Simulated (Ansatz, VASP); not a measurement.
One calculation of AlRu, two programs

Contents of INCAR:

```
PREC     = Accurate       # precision mode
ENCUT    = 520            # plane-wave cutoff, eV
EDIFF    = 1E-7           # SCF threshold, eV
ISMEAR   = -1             # smearing method
SIGMA    = 0.05           # smearing width, eV
LREAL    = F              # projectors in reciprocal space
LASPH    = T              # aspherical terms in the spheres
NELM     = 100            # most SCF steps
ALGO     = Normal         # electronic algorithm
ISIF     = 2              # what is computed and relaxed
LWAVE    = F              # write WAVECAR
LCHARG   = T              # write CHGCAR
GGA      = PS             # functional
LELF     = T              # ELF
LVHAR    = T            
NBANDS   = 16             # bands
```

Contents of KPOINTS:

```
regular mesh
0
Gamma
  9 9 9
```

Contents of POSCAR:

```
AlRu
1.0
    2.9511680166      0.0000000000      0.0000000000
    0.0000000000      2.9511680166      0.0000000000
    0.0000000000      0.0000000000      2.9511680166
Ru Al
1 1
Direct
    0.5000000000      0.5000000000      0.5000000000
    0.0000000000      0.0000000000      0.0000000000
```

File input.yaml:

```yaml
crystal:
  lattice:
    - [2.9511680166, 0.0, 0.0]
    - [0.0, 2.9511680166, 0.0]
    - [0.0, 0.0, 2.9511680166]
  atoms:
    - { symbol: Ru, position: [0.5, 0.5, 0.5] }
    - { symbol: Al, position: [0.0, 0.0, 0.0] }
kpoints:
  mp_grid: { grid: [9, 9, 9] }
scf:
  occupations: { method: fermi_dirac, width: 0.05 }
hamiltonian:
  xc: pbesol
  pseudopotentials: { kind: all_electron, lapw: { basis_error: 0.001 } }
output:
  forces: true
  stress: true
  eigenvalues: true
```

Change from the starting cell: volume scaled by 0.96.

Alike in both runs: task single point; functional PBEsol; k mesh 9 × 9 × 9; occupations fermi-dirac, width 0.05 eV; no spin polarisation.

```csv
,VASP,Ansatz
version,VASP 6.6.1,Ansatz 0.2.0
potentials or method,"VASP PAW PBE potentials, release 64 (Ru_pv, Al), cutoff 520 eV","all-electron LAPW, scalar-relativistic"
```

```tsv
	VASP	Ansatz	Ansatz less VASP
gap on the k mesh at the Fermi level (eV)	none	none	-
pressure (GPa)	5.9	5.8	-0.17
```

VASP's potentials were made for PBE, not for PBEsol. A gap of «none» marks a metal or a gap that the smearing closes. Ansatz ran all-electron here, and VASP with PAW potentials.
